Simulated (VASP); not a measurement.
A run of VASP 6.6.1 is set up as follows.

The input INCAR:

```
PREC = Accurate ; ENCUT = 520
EDIFF = 1E-7 ; ISMEAR = 0
SIGMA = 0.1 ; LREAL = False
LASPH = True ; NELM = 100
ALGO = Normal ; ISIF = 2
LWAVE = False ; LCHARG = False
GGA = PE ; NBANDS = 12
```

File KPOINTS:

```
regular mesh
0
Gamma
  6 6 4
```

POSCAR

```
P
1.0
    2.6826359165      0.0000000000      0.0000000000
    0.0000000000      2.6687745412      0.0000000000
   -0.0666479533      0.0000000000      5.3380478956
P
2
Direct
    0.4557527500      0.0000000000      0.2504221100
    0.5442472500      0.0000000000      0.7495778900
```

Potentials or basis: VASP PAW PBE potentials, release 64 (P).

Command:

```sh
$ cat potpaw_PBE.64/P/POTCAR > POTCAR
$ mpirun -np 1 vasp_std > vasp.out
```

Question: What does it give for the pressure?

Answer: -15.3 GPa.

Question: Estimate the largest force.

Answer: 0.287 eV/Å.

Question: What does it give for the band gap on the k mesh?

Answer: Zero (band 5 reaches 10.49 eV, above the bottom of band 6 at 3.02 eV).

Forces in eV/Å, atoms in the order of the input:
```
P    0.287  0.000  0.021
P   -0.287  0.000 -0.021
```

Caveat: the k points lie up to 0.39 Å⁻¹ apart; the cell differs from its parent crystal (Bi replaced by P, lengths x 0.834, strained).
